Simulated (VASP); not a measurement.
The system is Fe.

```xyz
1
Lattice="-1.4430 1.4430 1.4430 1.4430 -1.4430 1.4430 1.4430 1.4430 -1.4430" Properties=species:S:1:pos:R:3 pbc="T T T"
Fe    0.0000    0.0000    0.0000
```

* Program: VASP 6.6.1
* Task: relaxation of volume and atoms at fixed shape
* Functional: PBEsol
* Potentials or basis: VASP PAW PBE potentials, release 64 (Fe)
* Cutoff: 600 eV
* k mesh: 12 × 12 × 12
* Occupations: gaussian, width 0.02 eV
* Spin: collinear spin, ferromagnetic start
* Starting moments: [3.5] μB

At the start: pressure -16.9 GPa; volume 12.02 Å³/atom.

How do energy, volume and symmetry change on relaxing?

Over 4 steps the energy falls by 73.2 meV/atom and the volume is 10.79 Å³/atom (-10.2 %); space group Im-3m (No. 229, to 0.1 Å) before and after; moment 2.07 μB per cell.

Step by step:
```tsv
step	energy change (eV)	largest force (eV/Å)	pressure (GPa)	volume (Å³)
1	0.0000	0.0000	-16.94	12.02
2	-0.0171	0.0000	22.44	9.94
3	-0.0732	0.0000	-0.62	10.82
4	-0.0732	0.0000	-0.03	10.79
```

Final structure:
```yaml
crystal:
  lattice:
    - [-1.39210, 1.39210, 1.39210]
    - [1.39210, -1.39210, 1.39210]
    - [1.39210, 1.39210, -1.39210]
  atoms:
    - { symbol: Fe, position: [0.00000, 0.00000, 0.00000] }
```

Caveat: the PAW data sets were made with another functional, which shifts forces and pressure a little.
